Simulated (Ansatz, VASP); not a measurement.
# Two plane-wave programs on Ge4H

The input INCAR:

```
PREC = Accurate ; ENCUT = 520
EDIFF = 1E-7 ; ISMEAR = 0
SIGMA = 0.1 ; LREAL = F
LASPH = T ; NELM = 100
ALGO = Normal ; ISIF = 2
LWAVE = F ; LCHARG = F
LDIPOL = T ; IDIPOL = 3
DIPOL = 0.5 0.5 0.336 ; GGA = PE
IVDW = 12 ; NBANDS = 36
```

KPOINTS

```
Automatic mesh
0
Gamma
  7 7 1
```

Contents of POSCAR:

```
Ge4H
1.0
    4.0303587907      0.0000000000      0.0000000000
    0.0000000000      4.0303587907      0.0000000000
    0.0000000000      0.0000000000     21.6416627718
Ge H
4 1
Direct
    0.0000000000      0.5000000000      0.1848286817
    0.0000000000      0.0000000000      0.2506714513
    0.5000000000      0.0000000000      0.3196569899
    0.5000000000      0.5000000000      0.3854446333
    0.5000000000      0.7500000000      0.5379282957
```

Input for Ansatz:

```yaml
crystal:
  lattice:
    - [4.0303587907, 0.0, 0.0]
    - [0.0, 4.0303587907, 0.0]
    - [0.0, 0.0, 21.6416627718]
  atoms:
    - { symbol: Ge, position: [0.0, 0.5, 0.1848286817] }
    - { symbol: Ge, position: [0.0, 0.0, 0.2506714513] }
    - { symbol: Ge, position: [0.5, 0.0, 0.3196569899] }
    - { symbol: Ge, position: [0.5, 0.5, 0.3854446333] }
    - { symbol: H, position: [0.5, 0.75, 0.5379282957] }
basis:
  ecutwfc: 420
kpoints:
  mp_grid: { grid: [7, 7, 1] }
hamiltonian:
  xc: pbe
  pseudopotentials: { kind: paw, azcp: { folder: soft_1 } }
  dispersion: d3bj
scf:
  occupations: { method: gaussian, width: 0.1 }
output:
  forces: true
  eigenvalues: true
efield:
  axis: 3
  dipole_correction: true
  ramp_width: 0.04
```

Alike in both runs: task single point; functional PBE; dispersion D3(BJ); k mesh 7 × 7 × 1; occupations gaussian, width 0.1 eV; no spin polarisation.

|  | VASP | Ansatz |
| --- | --- | --- |
| version | VASP 6.6.1 | Ansatz 0.2.0 |
| potentials or method | VASP PAW PBE potentials, release 64 (Ge_d, H), cutoff 520 eV | scalar-relativistic, plane waves, PAW |
| valence electrons in the cell | 57 | 57 |

VASP gave:

* gap on the k mesh at the Fermi level (eV): none
* rms of the force components (eV/Å): 0.212

Q: Estimate Ansatz's values.

A: gap on the k mesh at the Fermi level (eV): none; rms of the force components (eV/Å): 0.211.

Atom by atom the forces differ by 0.001 eV/Å (rms over components). A gap of «none» marks a metal or a gap that the smearing closes.
